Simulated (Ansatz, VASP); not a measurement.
Two plane-wave programs on AlGa3N4

```
Al Ga N
1.0
     0.00000   -4.46763    0.00000
     0.00000    0.00000   -4.46763
     8.93526   -1.86166    1.86166
Al Ga N
2 6 8
Direct
  0.66091 0.33909 0.81375
  0.86926 0.13074 0.31375
  0.47344 0.02656 0.06375
  0.26509 0.23491 0.56375
  0.97344 0.52656 0.06375
  0.76509 0.73491 0.56375
  0.16091 0.83909 0.81375
  0.36926 0.63074 0.31375
  0.16527 0.83473 0.19127
  0.95692 0.04308 0.69127
  0.67533 0.32467 0.19127
  0.46698 0.53302 0.69127
  0.85484 0.63510 0.93623
  0.06319 0.42675 0.43623
  0.36490 0.14516 0.93623
  0.57325 0.93681 0.43623
```

Alike in both runs: task single point; functional PBEsol; k mesh 6 × 6 × 3; occupations gaussian, width 0.05 eV; no spin polarisation.

```csv
,VASP,Ansatz
version,VASP 6.6.1,Ansatz 0.2.0
potentials or method,"VASP PAW PBE potentials, release 64 (Al, Ga_d, N), cutoff 520 eV","scalar-relativistic, plane waves, PAW"
valence electrons in the cell,124,124
```

```tsv
	VASP	Ansatz	Ansatz less VASP
gap on the k mesh at the Fermi level (eV)	2.18	2.17	-0.012
least direct gap on the mesh (eV)	2.18	2.17	-0.012
pressure (GPa)	10.5	10.8	+0.28
traceless stress, the component that is largest in VASP (GPa)	-14.70	-14.87	-0.176
rms of the force components (eV/Å)	3.482	3.538	+0.0559
```

VASP's potentials were made for PBE, not for PBEsol. Atom by atom the forces differ by 0.056 eV/Å (rms over components).
